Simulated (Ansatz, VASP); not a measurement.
**InP: VASP beside Ansatz**

File POSCAR:

```
InP
1.0
    0.0000000000      2.9305005221      2.9305005221
    2.9305005221      0.0000000000      2.9305005221
    2.9305005221      2.9305005221      0.0000000000
In P
1 1
Direct
    0.0000000000      0.0000000000      0.0000000000
    0.7500000000      0.7500000000      0.7500000000
```

The input INCAR.step1:

```
PREC = Accurate
ENCUT = 520
EDIFF = 1E-5
ISMEAR = 0
SIGMA = 0.05
LREAL = F
LASPH = T
NELM = 60
ALGO = Normal
ISIF = 2
LWAVE = T
LCHARG = F
NBANDS = 16
GGA = PE
```

INCAR.step2

```
PREC = Accurate
ENCUT = 520
EDIFF = 1E-6
ISMEAR = 0
SIGMA = 0.05
LREAL = F
LASPH = T
NELM = 60
ALGO = Normal
ISIF = 2
LWAVE = F
LCHARG = F
GGA = PE
LHFCALC = T
AEXX = 0.1
PRECFOCK = Normal
NBANDS = 16
ISTART = 1
```

The input KPOINTS:

```
Automatic mesh
0
Gamma
  4 4 4
```

Input for Ansatz:

```yaml
crystal:
  lattice:
    - [0.0, 2.9305005221, 2.9305005221]
    - [2.9305005221, 0.0, 2.9305005221]
    - [2.9305005221, 2.9305005221, 0.0]
  atoms:
    - { symbol: In, position: [0.0, 0.0, 0.0] }
    - { symbol: P, position: [0.75, 0.75, 0.75] }
basis:
  ecutwfc: 420
  ecutrho_ratio: 4
kpoints:
  mp_grid: { grid: [4, 4, 4] }
hamiltonian:
  xc: { exchange: pbe, correlation: pbe, exx: { coeff: 0.1 } }
scf:
  occupations: { method: gaussian, width: 0.05 }
  n_extra_bands: 9
output:
  forces: true
  stress: true
  eigenvalues: true
  populations: true
  dos: { projected: true, de: 0.02 }
```

Alike in both runs: task single point; functional PBE-based global hybrid; k mesh 4 × 4 × 4; occupations gaussian, width 0.05 eV; no spin polarisation.

|  | VASP | Ansatz |
| --- | --- | --- |
| version | VASP 6.6.1 | Ansatz 0.2.0 |
| potentials or method | VASP PAW PBE potentials, release 64 (In_d, P), cutoff 520 eV | scalar-relativistic, plane waves, PAW |
| valence electrons in the cell | 18 | 18 |

|  | VASP | Ansatz | Ansatz less VASP |
| --- | --- | --- | --- |
| gap on the k mesh at the Fermi level (eV) | 1.31 | 1.28 | -0.020 |
| least direct gap on the mesh (eV) | 1.31 | 1.28 | -0.020 |
| pressure (GPa) | 2.4 | 2.7 | +0.33 |

VASP's potentials were made for PBE, not for PBE-based global hybrid. The functional is the same, so the differences come from potentials, cutoffs and numerics. Ansatz's warnings: stress exchange threshold loose, stress scf threshold loose.

The k mesh is coarse, so the values compare programs but aren't converged.
